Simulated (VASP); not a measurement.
# Al3FeCo2 (P4/mmm) in VASP: single point with PBE

Aim: the single point of Al3FeCo2 with PBE.

All numbers are computed with VASP 6.6.1; they aren't measurements. Logs are shortened: lines on timing, memory, paths and dates and some standing lists are left out, and cuts for length are marked.

## 1. The cell of the first run

The structure is tetragonal, space group P4/mmm (No. 123). Conventional cell: a = 2.856 Å, b = 2.856 Å, c = 8.587 Å, α = 90.00°, β = 90.00°, γ = 90.00°. Within 3.3 Å of Al (site symmetry 4mm) lie 4 Fe at 2.47 Å and 4 Co at 2.49 Å and 6 Al at 2.84 to 2.88 Å. Al (site symmetry 4/mmm) has 8 Co at 2.47 Å and 6 Al at 2.86 to 2.88 Å within 3.3 Å. Co (site symmetry 4mm) has 8 Al at 2.47 to 2.49 Å and 5 Co at 2.84 to 2.86 Å and 1 Fe at 2.87 Å within 3.3 Å. Within 3.3 Å of Fe (site symmetry 4/mmm) lie 8 Al at 2.47 Å and 4 Fe at 2.86 Å and 2 Co at 2.87 Å.

## 2. Single point, PBE, collinear spin, ferromagnetic start

INCAR reads:

```
ALGO = Normal
EDIFF = 1E-6
ENCUT = 520
GGA = PE
ISIF = 2
ISMEAR = 0
ISPIN = 2
LASPH = T
LCHARG = T
LELF = T
LMAXMIX = 4
LORBIT = 11
LREAL = F
LVHAR = T
LWAVE = F
MAGMOM = 0 0 0 0 0 0.48
NBANDS = 30
NELM = 150
PREC = Accurate
SIGMA = 0.1
```

KPOINTS reads:

```
k-points
0
Gamma
  6 6 2
```

POSCAR reads:

```
Al3FeCo2
1.0
    2.8555627000      0.0000000000      0.0000000000
    0.0000000000      2.8555627000      0.0000000000
    0.0000000000      0.0000000000      8.5872422000
Al Co Fe
3 2 1
Direct
    0.0000000000      0.0000000000      0.8349030000
    0.0000000000      0.0000000000      0.1650970000
    0.0000000000      0.0000000000      0.5000000000
    0.5000000000      0.5000000000      0.3347920000
    0.5000000000      0.5000000000      0.6652080000
    0.5000000000      0.5000000000      0.0000000000
```

Potentials or basis: VASP PAW PBE potentials, release 64 (Al, Co, Fe).

Started as:

```sh
cat potpaw_PBE.64/Al/POTCAR potpaw_PBE.64/Co/POTCAR potpaw_PBE.64/Fe/POTCAR > POTCAR
mpirun -np 1 vasp_std > vasp.out
```

OUTCAR:

```text
EDIFF = 1E-6
   ENCUT = 520
   GGA = PE
   ISIF = 2
   ISMEAR = 0
   ISPIN = 2
   LASPH = T
   LORBIT = 11
   LREAL = F
   NELM = 150
   PREC = Accurate

 ion  position               nearest neighbor table
   1  0.000  0.000  0.835-   6 2.47   6 2.47   6 2.47   6 2.47   5 2.49   5 2.49   5 2.49   5 2.49
                             2 2.84   3 2.88
   2  0.000  0.000  0.165-   6 2.47   6 2.47   6 2.47   6 2.47   4 2.49   4 2.49   4 2.49   4 2.49
                             1 2.84   3 2.88
   3  0.000  0.000  0.500-   4 2.47   5 2.47   4 2.47   5 2.47   4 2.47   5 2.47   4 2.47   5 2.47
                             1 2.88   2 2.88
   4  0.500  0.500  0.335-   3 2.47   3 2.47   3 2.47   3 2.47   2 2.49   2 2.49   2 2.49   2 2.49
                             5 2.84   6 2.87
   5  0.500  0.500  0.665-   3 2.47   3 2.47   3 2.47   3 2.47   1 2.49   1 2.49   1 2.49   1 2.49
                             4 2.84   6 2.87
   6  0.500  0.500  0.000-   1 2.47   2 2.47   1 2.47   2 2.47   1 2.47   2 2.47   1 2.47   2 2.47
                             4 2.87   5 2.87

  LATTYP: Found a simple tetragonal cell.
 ALAT       =     2.8555627000
 C/A-ratio  =     3.0071979158

  Lattice vectors:

 A1 = (   2.8555627000,   0.0000000000,   0.0000000000)
 A2 = (   0.0000000000,   2.8555627000,   0.0000000000)
 A3 = (   0.0000000000,   0.0000000000,   8.5872422000)

Analysis of symmetry for initial positions (statically):
=====================================================================
 Subroutine PRICEL returns:
 Original cell was already a primitive cell.

 Routine SETGRP: Setting up the symmetry group for a
 simple tetragonal supercell.

 Subroutine GETGRP returns: Found 16 space group operations
 (whereof 16 operations were pure point group operations)
 out of a pool of 16 trial point group operations.

The static configuration has the point symmetry D_4h.

Analysis of symmetry for dynamics (positions and initial velocities):
=====================================================================
 Subroutine PRICEL returns:
 Original cell was already a primitive cell.

 Routine SETGRP: Setting up the symmetry group for a
 simple tetragonal supercell.

 Subroutine GETGRP returns: Found 16 space group operations
 (whereof 16 operations were pure point group operations)
 out of a pool of 16 trial point group operations.

The dynamic configuration has the point symmetry D_4h.

Analysis of structural, dynamic, and magnetic symmetry:
=====================================================================
 Subroutine PRICEL returns:
 Original cell was already a primitive cell.

 Routine SETGRP: Setting up the symmetry group for a
 simple tetragonal supercell.

 Subroutine GETGRP returns: Found 16 space group operations
 (whereof 16 operations were pure point group operations)
 out of a pool of 16 trial point group operations.

The overall configuration has the point symmetry D_4h.

 Subroutine INISYM returns: Found 16 space group operations
 (whereof 16 operations are pure point group operations),
 and found     1 'primitive' translations

----------------------------------------------------------------------------------------

                                     Primitive cell

  volume of cell :      70.0224

  direct lattice vectors                    reciprocal lattice vectors
     2.855562700  0.000000000  0.000000000     0.350193676  0.000000000  0.000000000
     0.000000000  2.855562700  0.000000000     0.000000000  0.350193676  0.000000000
     0.000000000  0.000000000  8.587242200     0.000000000  0.000000000  0.116451822

  length of vectors
     2.855562700  2.855562700  8.587242200     0.350193676  0.350193676  0.116451822

  position of ions in fractional coordinates (direct lattice)
     0.000000000  0.000000000  0.834903000
     0.000000000  0.000000000  0.165097000
     0.000000000  0.000000000  0.500000000
     0.500000000  0.500000000  0.334792000
     0.500000000  0.500000000  0.665208000
     0.500000000  0.500000000  0.000000000

  ion indices of the primitive-cell ions
   primitive index   ion index
                 1           1
                 2           2
                 3           3
                 4           4
                 5           5
                 6           6

----------------------------------------------------------------------------------------

 KPOINTS: k-points

Automatic generation of k-mesh.
 Grid dimensions read from file:
 generate k-points for:    6    6    2

 Generating k-lattice:

  Cartesian coordinates                     Fractional coordinates (reciprocal lattice)
     0.058365613  0.000000000  0.000000000     0.166666667  0.000000000  0.000000000
     0.000000000  0.058365613  0.000000000     0.000000000  0.166666667  0.000000000
     0.000000000  0.000000000  0.058225911     0.000000000  0.000000000  0.500000000

  Length of vectors
     0.058365613  0.058365613  0.058225911

  Shift w.r.t. Gamma in fractional coordinates (k-lattice)
     0.000000000  0.000000000  0.000000000

 Subroutine IBZKPT returns following result:
 ===========================================

 Found     20 irreducible k-points:

 Following reciprocal coordinates:
            Coordinates               Weight
  0.000000  0.000000  0.000000      1.000000
  0.166667  0.000000  0.000000      4.000000
  0.333333  0.000000  0.000000      4.000000
  0.500000  0.000000  0.000000      2.000000
  0.166667  0.166667  0.000000      4.000000
  0.333333  0.166667  0.000000      8.000000
[... 12 lines left out ...]
  0.500000  0.333333  0.500000      4.000000
  0.500000  0.500000  0.500000      1.000000
   k-points           NKPTS =     20   k-points in BZ     NKDIM =     20   number of bands    NBANDS=     30
   number of dos      NEDOS =    301   number of ions     NIONS =      6
   total plane-waves  NPLWV =  36864
   dimension x,y,z NGX =    24 NGY =   24 NGZ =   64
   dimension x,y,z NGXF=    48 NGYF=   48 NGZF=  128
   ions per type =               3   2   1
   NGX,Y,Z   is equivalent  to a cutoff of  13.97, 13.97, 12.39 a.u.
   NGXF,Y,Z  is equivalent  to a cutoff of  27.94, 27.94, 24.78 a.u.
 SYSTEM =  unknown system
   PREC   = accura    normal or accurate (medium, high low for compatibility)
   ISTART =      0    job   : 0-new  1-cont  2-samecut
   ICHARG =      2    charge: 1-file 2-atom 10-const
   ISPIN  =      2    spin polarized calculation?
   LNONCOLLINEAR =      F non collinear calculations
   LSORBIT =      F    spin-orbit coupling
   LASPH  =      T    aspherical Exc in radial PAW
   ENCUT  =  520.0 eV  38.22 Ry    6.18 a.u.   5.31  5.31 15.97*2*pi/ulx,y,z
   NELM   =    150;   NELMIN=  2; NELMDL= -5     # of ELM steps
   EDIFF  = 0.1E-05   stopping-criterion for ELM
   LREAL  =      F    real-space projection
   EDIFFG = 0.1E-04   stopping-criterion for IOM
   NSW    =      0    number of steps for IOM
   IBRION =     -1    ionic relax: 0-MD 1-quasi-New 2-CG
   NFREE  =      0    steps in history (QN), initial steepest desc. (CG)
   ISIF   =      2    stress and relaxation
   ISYM   =      2    0-nonsym 1-usesym 2-fastsym
   POTIM  = 0.5000    time-step for ionic-motion
   TEBEG  =    0.0;   TEEND  =   0.0 temperature during run
   PSTRESS=    0.0 pullay stress
   NELECT =      35.0000    total number of electrons
   NUPDOWN=      -1.0000    fix difference up-down
   EMIN   =  10.00;   EMAX   =-10.00  energy-range for DOS
   EFERMI =   0.00;   METHOD = LEGACY
   ISMEAR =     0;   SIGMA  =   0.10  broadening in eV -4-tet -1-fermi 0-gaus
   EFERMI_NEDOS =   21; number of points for ismear=-14 and -15
   IALGO  =     38    algorithm
   IMIX   =      4    mixing-type and parameters
     AMIX     =   0.40;   BMIX     =  1.00
     AMIX_MAG =   1.60;   BMIX_MAG =  1.00
  volume/ion in A,a.u.               =      11.67        78.76
  Fermi-wavevector in a.u.,A,eV,Ry     =   1.299227  2.455184 22.966520  1.687992
  Thomas-Fermi vector in A             =   2.430505
   LORBIT       =     11    0 simple, 1 ext, 2 COOP (PROOUT), +10 PAW based schemes
   GGA     = PE    functional components
   LHFCALC =     F    Hartree Fock is set to
   AEXX    =    0.0000 exact exchange contribution
   IVDW    =     0    specifies the selected vdW correction
   LEPSILON=     F    determine dielectric tensor
   LRPA    =     F    only Hartree local field effects (RPA)
 spin polarized calculation
 Gauss-broadening in eV      SIGMA  =   0.10
  energy-cutoff  :      520.00
  volume of cell :       70.02
 maximum number of plane-waves:      1906
 NGX is ok and might be reduce to    24
   NGX = 11   NGY = 11   NGZ = 31

 number of electron      34.9999996 magnetization       0.3191899

 Free energy of the ion-electron system (eV)
  ---------------------------------------------------
  ext. energy  EPLUGINS =         0.00000000
  ---------------------------------------------------
  free energy    TOTEN  =       -36.70811873 eV

  energy without entropy =      -36.69004113  energy(sigma->0) =      -36.69907993

 E-fermi :   9.5597     XC(G=0): -12.2267

 val. band max:        9.5554614674   @ k =   0.5000   0.1667   0.5000
 cond. band min:       9.5683171980   @ k =   0.5000   0.5000   0.5000
 fundamental gap:      0.0128557306
 Fermi energy:         9.5596998143

 spin component 1

 k-point     1 :       0.0000    0.0000    0.0000
  band No.  band energies     occupation
      1      -1.1528      1.00000
      2       0.8690      1.00000
      3       0.9112      1.00000
      4       5.6477      1.00000
      5       5.6687      1.00000
      6       6.9088      1.00000
[... 21 lines left out ...]
     28      18.3875      0.00000
     29      18.3875      0.00000

 k-point     2 :       0.1667    0.0000    0.0000
  band No.  band energies     occupation
      1      -0.6308      1.00000
      2       1.3431      1.00000
      3       1.3852      1.00000
      4       5.9147      1.00000
      5       5.9433      1.00000
      6       6.8026      1.00000
[... 568 lines left out ...]
 k-point    20 :       0.5000    0.5000    0.5000
  band No.  band energies     occupation
      1       4.8202      1.00000
      2       4.9059      1.00000
      3       5.8876      1.00000
      4       5.8876      1.00000
      5       5.8988      1.00000
      6       6.6269      1.00000
[... 21 lines left out ...]
     28      15.2487      0.00000
     29      15.2487      0.00000
 Fermi energy:         9.5596998143

 spin component 2

 k-point     1 :       0.0000    0.0000    0.0000
  band No.  band energies     occupation
      1      -1.1458      1.00000
      2       0.8725      1.00000
      3       0.9192      1.00000
      4       5.6239      1.00000
      5       5.7050      1.00000
      6       6.8338      1.00000
[... 21 lines left out ...]
     28      18.4067      0.00000
     29      18.4067      0.00000

 k-point     2 :       0.1667    0.0000    0.0000
  band No.  band energies     occupation
      1      -0.6238      1.00000
      2       1.3479      1.00000
      3       1.3926      1.00000
      4       5.9037      1.00000
      5       5.9728      1.00000
      6       6.7552      1.00000
[... 568 lines left out ...]
 k-point    20 :       0.5000    0.5000    0.5000
  band No.  band energies     occupation
      1       4.8181      1.00000
      2       5.0116      1.00000
      3       5.9181      1.00000
      4       5.9181      1.00000
      5       6.0064      1.00000
      6       6.6960      1.00000
[... 21 lines left out ...]
     28      15.3236      0.00000
     29      15.3236      0.00000
 [bands above 29 left out]

------------------------ aborting loop because EDIFF is reached ----------------------------------------

  FORCE on cell =-STRESS in cart. coord.  units (eV):
  Direction    XX          YY          ZZ          XY          YZ          ZX
  --------------------------------------------------------------------------------------
  -------------------------------------------------------------------------------------
  Total       -0.0409073     -0.0409073     -0.1900333      0.0000000     -0.0000000      0.0000000
  in kB       -0.9359956     -0.9359956     -4.3481360      0.0000000     -0.0000000      0.0000000
  external PRESSURE =      -2.0733757 kB  Pullay stress =       0.0000000 kB

 VOLUME and BASIS-vectors are now :
 -----------------------------------------------------------------------------
  energy-cutoff  :      520.00
  volume of cell :       70.02
      direct lattice vectors                 reciprocal lattice vectors
     2.855562700  0.000000000  0.000000000     0.350193676  0.000000000  0.000000000
     0.000000000  2.855562700  0.000000000     0.000000000  0.350193676  0.000000000
     0.000000000  0.000000000  8.587242200     0.000000000  0.000000000  0.116451822

 POSITION                                       TOTAL-FORCE (eV/Angst)
 -----------------------------------------------------------------------------------
      0.00000      0.00000      7.16951         0.000000      0.000000      0.068041
      0.00000      0.00000      1.41773         0.000000      0.000000     -0.068041
      0.00000      0.00000      4.29362         0.000000      0.000000      0.000000
      1.42778      1.42778      2.87494        -0.000000      0.000000      0.011177
      1.42778      1.42778      5.71230         0.000000     -0.000000     -0.011177
      1.42778      1.42778      0.00000         0.000000      0.000000      0.000000
 -----------------------------------------------------------------------------------
    total drift:                                0.000000     -0.000000      0.000000

  FREE ENERGIE OF THE ION-ELECTRON SYSTEM (eV)
  ---------------------------------------------------
  free  energy   TOTEN  =       -36.7081187269 eV

  energy  without entropy=      -36.6900411275  energy(sigma->0) =      -36.69907993

 total charge

# of ion       s       p       d       tot
------------------------------------------
    1        0.397   0.434   0.000   0.831
    2        0.397   0.434   0.000   0.831
    3        0.395   0.428   0.000   0.823
    4        0.431   0.500   7.490   8.421
    5        0.431   0.500   7.490   8.421
    6        0.433   0.523   6.518   7.475
--------------------------------------------------
tot          2.484   2.818  21.498  26.800

 magnetization (x)

# of ion       s       p       d       tot
------------------------------------------
    1       -0.003  -0.005   0.000  -0.008
    2       -0.003  -0.005   0.000  -0.008
    3        0.000   0.002   0.000   0.002
    4       -0.000   0.003  -0.068  -0.065
    5       -0.000   0.003  -0.068  -0.065
    6        0.001   0.002   0.455   0.458
--------------------------------------------------
tot         -0.005   0.001   0.319   0.314
```

Wall time 2.3 min (1 thread of AMD EPYC 7R43 (Zen 3), shared host); peak memory 0.22 GiB.

What came out:

```
Free energy                                           : -36.7081 eV
Pressure                                              : -0.2 GPa
Largest force                                         : 0.068 eV/Å
Net moment                                            : 0.32 μB per cell
Site moments                                          : Al -0.01, +0.00 (each value once); Co -0.07; Fe +0.46 μB
Valence electrons inside the program's atomic spheres : Al 0.83, 0.82 (each value once); Co 8.42; Fe 7.47
```

Forces in eV/Å, atoms in the order of the input:
```
Al   0.000  0.000  0.068
Al   0.000  0.000 -0.068
Al   0.000  0.000  0.000
Co   0.000  0.000  0.011
Co   0.000  0.000 -0.011
Fe   0.000  0.000  0.000
```

Caveat: the k points lie up to 0.37 Å⁻¹ apart.
